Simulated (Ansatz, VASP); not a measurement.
C in VASP and in Ansatz

INCAR

```
SYSTEM = C
  PREC = Accurate
  ENCUT = 600
  EDIFF = 1E-6
  ISMEAR = 0
  SIGMA = 0.2
  LREAL = .FALSE.
  LASPH = .TRUE.
  NELM = 60
  ALGO = Normal
  ISIF = 3
  LWAVE = .FALSE.
  LCHARG = .FALSE.
  GGA = PE
  IBRION = 2
  NSW = 80
  EDIFFG = -0.025
```

Contents of KPOINTS:

```
Automatic mesh
0
G
  8 6 6
  0 0 0
```

The input POSCAR:

```
C
1.0
    1.2816121701     -2.1003209107     -0.0110252677
   -3.7906197243     -2.0690188346     -0.0110404688
   -0.0000136478     -0.0228678664     -4.5019972980
C
4
Direct
   -0.0243461445      0.6661176187      0.4979031687
    0.5112848415      0.1698956805      0.4673348189
    0.4633728980      0.8257352406      0.5096308238
    0.0496884050      0.3382514601      0.5251311886
```

Input for Ansatz:

```yaml
crystal:
  lattice:
    - [1.2816121701, -2.1003209107, -0.0110252677]
    - [-3.7906197243, -2.0690188346, -0.0110404688]
    - [-1.36478e-05, -0.0228678664, -4.501997298]
  atoms:
    - { symbol: C, position: [-0.0243461445, 0.6661176187, 0.4979031687] }
    - { symbol: C, position: [0.5112848415, 0.1698956805, 0.4673348189] }
    - { symbol: C, position: [0.463372898, 0.8257352406, 0.5096308238] }
    - { symbol: C, position: [0.049688405, 0.3382514601, 0.5251311886] }
basis:
  ecutwfc: 420
kpoints:
  mp_grid: { grid: [8, 6, 6] }
hamiltonian:
  xc: pbe
scf:
  occupations: { method: gaussian, width: 0.2 }
  lower_state_search: "off"
output:
  forces: true
  stress: true
  eigenvalues: true
relax:
  adjacent_minimum: "off"
  f_tol: 0.025
  max_steps: 60
  cell: { stress_tol: 0.25 }
```

Change from the starting cell: cell x2, atoms moved at random (sigma 0.1 Å) and cell strained at random (1.5 %), then relaxed without symmetry.

Alike in both runs: task relaxation of cell and atoms; functional PBE; k mesh 8 × 6 × 6; occupations gaussian, width 0.2 eV; no spin polarisation.

|  | VASP | Ansatz |
| --- | --- | --- |
| version | VASP 6.6.1 | Ansatz 0.2.0 |
| potentials or method | VASP PAW PBE potentials, release 64 (C), cutoff 600 eV | scalar-relativistic, plane waves, PAW |
| valence electrons in the cell | 16 | 16 |

Ansatz gave:

```
gap on the k mesh at the Fermi level, each at its own relaxed structure (eV) : 1.08
relaxed volume (Å³/atom)                                                     : 11.86
relaxed length of the cell vector where the two differ most in proportion (Å)              : 4.501
```

Problem. Which values does VASP return?

Solution. gap on the k mesh at the Fermi level, each at its own relaxed structure (eV): 1.07; relaxed volume (Å³/atom): 11.71; relaxed length of the cell vector where the two differ most in proportion (Å): 4.443.
